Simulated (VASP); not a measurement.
A run of VASP 6.6.1:

The input POSCAR:

```
TiSi2
1.0
    1.7651050200     -6.7592815400      0.0000000000
    1.7651050200      6.7592815400      0.0000000000
    0.0000000000      0.0000000000      3.5651739700
Ti Si
2 4
Direct
    0.8968819200      0.1031180800      0.7500000000
    0.1031180800      0.8968819200      0.2500000000
    0.5582514500      0.4417485500      0.7500000000
    0.4417485500      0.5582514500      0.2500000000
    0.2496851800      0.7503148200      0.7500000000
    0.7503148200      0.2496851800      0.2500000000
```

Contents of INCAR.step1:

```
PREC = Accurate ; ENCUT = 520
ISMEAR = 0 ; SIGMA = 0.1
LREAL = F ; LASPH = T
NELM = 60 ; NBANDS = 29
GGA = PE ; ALGO = Normal
EDIFF = 1E-4 ; LWAVE = T
LCHARG = F
```

Contents of INCAR.step2:

```
PREC = Accurate ; ENCUT = 520
EDIFF = 1E-6 ; ISMEAR = 0
SIGMA = 0.1 ; LREAL = F
LASPH = T ; NELM = 60
ALGO = Normal ; ISIF = 2
LWAVE = F ; LCHARG = F
METAGGA = R2SCAN ; LMIXTAU = T
NBANDS = 29 ; ISTART = 1
```

The input KPOINTS:

```
Automatic mesh
0
Gamma
  6 6 6
```

Potentials or basis: VASP PAW PBE potentials, release 64 (Ti_sv, Si).

The run is started by

```sh
$ cat potpaw_PBE.64/Ti_sv/POTCAR potpaw_PBE.64/Si/POTCAR > POTCAR
$ cp INCAR.step1 INCAR
$ mpirun -np 1 vasp_std > vasp.out
$ cp INCAR.step2 INCAR
$ mpirun -np 1 vasp_std > vasp.out
```

Hardware: 1 thread of Intel(R) Xeon(R) 6975P-C (Granite Rapids) (shared host).

Q: How long does it take, and how much memory?

A: Wall time 6.8 min on 1 thread of Intel(R) Xeon(R) 6975P-C (Granite Rapids) (shared host), peak memory 0.35 GiB. Counts: k points 52.
